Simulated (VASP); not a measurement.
Write the native input for VASP 6.6.1 that does the following.

```yaml
Task: single point
Functional: HSE06
Potentials_or_basis: VASP PAW PBE potentials, release 64 (In_d, As)
Cutoff: 520 eV
k_mesh: 6 × 6 × 6
Occupations: fermi-dirac, width 0.02 eV
Spin: no spin polarisation
Dipole_correction: no
Grid_for_exact_exchange_PRECFOCK: Normal
Further_INCAR_settings: ALGO = Normal; EDIFF = 1e-07; NBANDS = 16
Share_of_exact_exchange: 0.25
Screening_parameter: 0.2079 1/Å
```

Crystal: InAs.

```xyz
2
Lattice="0.0000 3.0546 2.9901 3.0546 0.0000 2.9901 3.0546 3.0546 0.0000" Properties=species:S:1:pos:R:3 pbc="T T T"
In    0.0000    0.0000    0.0000
As    1.5273    1.5273    1.4951
```

This cell differs from its parent crystal: uniaxial z strain -2.1%.

These files were run (other wordings do the same):

POSCAR

```
InAs
1.0
    0.0000000000      3.0545905078      2.9901386481
    3.0545905078      0.0000000000      2.9901386481
    3.0545905078      3.0545905078      0.0000000000
In As
1 1
Direct
    0.0000000000      0.0000000000      0.0000000000
    0.2500000000      0.2500000000      0.2500000000
```

INCAR.step1

```
ALGO = Normal
EDIFF = 1E-5
ENCUT = 520
GGA = PE
ISIF = 2
ISMEAR = -1
KPAR = 4
LASPH = T
LCHARG = F
LREAL = F
LWAVE = T
NBANDS = 16
NELM = 80
PREC = Accurate
SIGMA = 0.02
```

INCAR.step2

```
ALGO = Normal
EDIFF = 1E-7
ENCUT = 520
GGA = PE
HFSCREEN = 0.2079
ISIF = 2
ISMEAR = -1
ISTART = 1
KPAR = 4
LASPH = T
LCHARG = F
LHFCALC = T
LREAL = F
LWAVE = F
NBANDS = 16
NELM = 80
PREC = Accurate
PRECFOCK = Normal
SIGMA = 0.02
```

KPOINTS

```
k-points
0
Gamma
  6 6 6
```

Potentials or basis: VASP PAW PBE potentials, release 64 (In_d, As).

Launch:

```console
$ cat potpaw_PBE.64/In_d/POTCAR potpaw_PBE.64/As/POTCAR > POTCAR
$ cp INCAR.step1 INCAR
$ mpirun -np 4 vasp_std > vasp.out
$ cp INCAR.step2 INCAR
$ mpirun -np 4 vasp_std > vasp.out
```

It gave:

| Quantity | Value |
| --- | --- |
| Pressure | 1.1 GPa |
| Band gap on the k mesh | 0.41 eV |

Caveat: the cell differs from its parent crystal (uniaxial z strain -2.1%); the PAW data sets were made with another functional, which shifts forces and pressure a little; spin-orbit coupling is left out, which moves the levels of the heavy elements.

Wall time 22 min on 4 MPI ranks on Intel(R) Xeon(R) Platinum 8375C CPU @ 2.90GHz (Ice Lake), with other jobs on the host, peak memory 0.31 GiB a rank.
